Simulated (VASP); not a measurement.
Set up this calculation in VASP 6.6.1, as the native input.

| Quantity | Value |
| --- | --- |
| Task | relaxation of cell and atoms |
| Functional | PBE |
| Potentials or basis | VASP PAW PBE potentials, release 64 (Mo_sv) |
| Cutoff | 600 eV |
| k mesh | 15 × 15 × 15 |
| Occupations | fermi-dirac, width 0.1 eV |
| Spin | no spin polarisation |
| Target pressure | 380 GPa |
| Dipole correction | no |
| Further INCAR settings | ALGO = Normal; EDIFF = 1e-06; IBRION = 2; EDIFFG = -0.005; NSW = 32; ISIF = 3 |

The structure of Mo lies in POSCAR:

```
Mo
1.0
    0.0000000000      2.2228330798      2.2228330798
    2.2228330798      0.0000000000      2.2228330798
    2.2228330798      2.2228330798      0.0000000000
Mo
2
Direct
   -0.1250000000     -0.1250000000     -0.1250000000
    0.1250000000      0.1250000000      0.1250000000
```

This isn't the form of Mo at room conditions, which is bcc.

The input as run:

INCAR

```
  PREC = Accurate
  ENCUT = 600
  EDIFF = 1E-6
  ISMEAR = -1
  SIGMA = 0.1
  LREAL = False
  LASPH = True
  NELM = 80
  ALGO = Normal
  ISIF = 3
  LWAVE = False
  LCHARG = False
  GGA = PE
  IBRION = 2
  NSW = 32
  EDIFFG = -0.005
  PSTRESS = 3800.0
```

KPOINTS

```
Automatic mesh
0
Gamma
  15 15 15
```

Potentials or basis: VASP PAW PBE potentials, release 64 (Mo_sv).

Command:

```bash
$ cat potpaw_PBE.64/Mo_sv/POTCAR > POTCAR
$ mpirun -np 1 vasp_std > vasp.out
```

It gave:

```
Relaxed volume                                             : 11.02 Å³/atom
Relaxed cell                                               : a = 3.147 Å, b = 3.147 Å, c = 3.147 Å, α = 60.00°, β = 60.00°, γ = 60.00°
Space group after relaxing (to 0.1 Å)                      : Fd-3m (No. 227)
Energy change on relaxing (the run minimises the enthalpy) : -94.5 meV/atom
Ionic steps                                                : 4
Pressure after relaxing                                    : 380.0 GPa
Band gap on the k mesh                                     : zero (bands 14 and 15 overlap by 2.11 eV)
```

Caveat: the cell is relaxed towards a set pressure, so the run minimises the enthalpy, not the energy; atoms lie so close that the PAW spheres overlap strongly, which falsifies energies and pressures.

Run time: 3.6 min on 1 thread of Intel Xeon 8259CL, on a shared host, peak memory 0.2 GiB.
